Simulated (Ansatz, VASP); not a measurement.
## SiC in VASP and in Ansatz

```
Si C
1.0
     3.07520    0.00000    0.00000
    -1.53760    2.66320    0.00000
     0.00000    0.00000    5.04817
Si C
2 2
Direct
  0.51036 0.75518 0.03758
  0.84370 0.42185 0.53758
  0.33333 0.66667 0.38040
  0.66667 0.33333 0.88040
```

Change from the starting cell: all Si atoms moved -0.500 Å, as atom 1 towards its neighbour atom 4 (C) at 1.883 Å.

Alike in both runs: task single point; functional r2SCAN; k mesh 12 × 12 × 6; occupations gaussian, width 0.05 eV; no spin polarisation.

|  | VASP | Ansatz |
| --- | --- | --- |
| version | VASP 6.6.1 | Ansatz 0.2.0 |
| potentials or method | VASP PAW PBE potentials, release 64 (Si, C), cutoff 520 eV | scalar-relativistic, plane waves, PAW |
| valence electrons in the cell | 16 | 16 |

```tsv
	VASP	Ansatz	Ansatz less VASP
gap on the k mesh at the Fermi level (eV)	0.28	0.28	+0.002
least direct gap on the mesh (eV)	2.63	2.62	-0.003
pressure (GPa)	23.0	23.5	+0.53
traceless stress, the component that is largest in VASP (GPa)	-25.59	-25.95	-0.357
rms of the force components (eV/Å)	5.257	5.294	+0.0369
```

VASP's potentials were made for PBE, not for r2SCAN. Atom by atom the forces differ by 0.041 eV/Å (rms over components). The functional is the same, so the differences come from potentials, cutoffs and numerics.
